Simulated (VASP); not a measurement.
Input of a VASP 6.6.1 run:

INCAR

```
SYSTEM = CoO
ALGO     = Normal         ! electronic algorithm
EDIFF    = 1E-7           ! SCF threshold, eV
ENCUT    = 520            ! plane-wave cutoff, eV
GGA      = RE             ! functional
ISIF     = 2              ! what is computed and relaxed
ISMEAR   = -1             ! smearing method
ISPIN    = 2              ! spin polarisation
LASPH    = .True.         ! aspherical terms in the spheres
LCHARG   = .False.        ! write CHGCAR
LMAXMIX  = 4              ! l up to which the mixer works
LORBIT   = 11             ! projections on sites
LREAL    = .False.        ! projectors in reciprocal space
LWAVE    = .False.        ! write WAVECAR
MAGMOM   = 2 0            ! initial moments
NBANDS   = 18             ! bands
NELM     = 150            ! most SCF steps
PREC     = Accurate       ! precision mode
SIGMA    = 0.05           ! smearing width, eV
```

Contents of KPOINTS:

```
k-points
0
Gamma
  11 11 11
  0 0 0
```

File POSCAR:

```
CoO
1.0
    0.0000000000      2.1315000000      2.1315000000
    2.1315000000      0.0000000000      2.1315000000
    2.1315000000      2.1315000000      0.0000000000
Co O
1 1
Direct
    0.0000000000      0.0000000000      0.0000000000
    0.5000000000      0.5000000000      0.5000000000
```

Potentials or basis: VASP PAW PBE potentials, release 64 (Co, O).

Command:

```console
$ cat potpaw_PBE.64/Co/POTCAR potpaw_PBE.64/O/POTCAR > POTCAR
$ mpirun -np 1 vasp_std > vasp.out
```

(1) What does it give for the pressure?

(2) Estimate the net moment.

(3) Predict the site moments.

Results:

(1) 2.1 GPa.

(2) 2.92 μB per cell.

(3) Co +2.57; O +0.30 μB.

Caveat: the PAW data sets were made with another functional, which shifts forces and pressure a little; a cell with one magnetic atom can't hold antiferromagnetic order, which such compounds often take.
